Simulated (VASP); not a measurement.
Wanted: the native input for a VASP 6.6.1 run.

* Task: single point
* Functional: PBE
* Dispersion: D3(BJ)
* Potentials or basis: VASP PAW PBE potentials, release 64 (P)
* Cutoff: 520 eV
* k mesh: 9 × 9 × 1
* Occupations: gaussian, width 0.02 eV
* Spin: no spin polarisation
* Dipole correction: yes
* Further INCAR settings: ALGO = Normal; EDIFF = 1e-06; NBANDS = 12

The structure of P lies in POSCAR:

```
P
1.0
    3.2610000000      0.0000000000      0.0000000000
   -1.6305000000      2.8241088418      0.0000000000
    0.0000000000      0.0000000000     28.0000000000
P
2
Direct
    0.3333333333      0.6666666667      0.5000000000
    0.6666666667      0.3333333333      0.5000000000
```

The input as run:

INCAR

```
ALGO = Normal
DIPOL = 0.5 0.5 0.500
EDIFF = 1E-6
ENCUT = 520
GGA = PE
IDIPOL = 3
ISIF = 2
ISMEAR = 0
IVDW = 12
LASPH = T
LCHARG = F
LDIPOL = T
LREAL = F
LWAVE = F
NBANDS = 12
NELM = 60
PREC = Accurate
SIGMA = 0.02
```

KPOINTS

```
k-points
0
Gamma
  9 9 1
```

Potentials or basis: VASP PAW PBE potentials, release 64 (P).

Command:

```console
$ cat potpaw_PBE.64/P/POTCAR > POTCAR
$ mpirun -np 1 vasp_std > vasp.out
```

It gave:

* Band gap on the k mesh: zero (band 5 reaches -1.77 eV, above the bottom of band 6 at -3.66 eV)
* Dispersion energy per atom: -0.222 eV

Run time: 76 s on 1 thread of Intel(R) Xeon(R) Platinum 8259CL CPU @ 2.50GHz (Skylake/Cascade Lake) (shared host), peak memory 0.33 GiB.
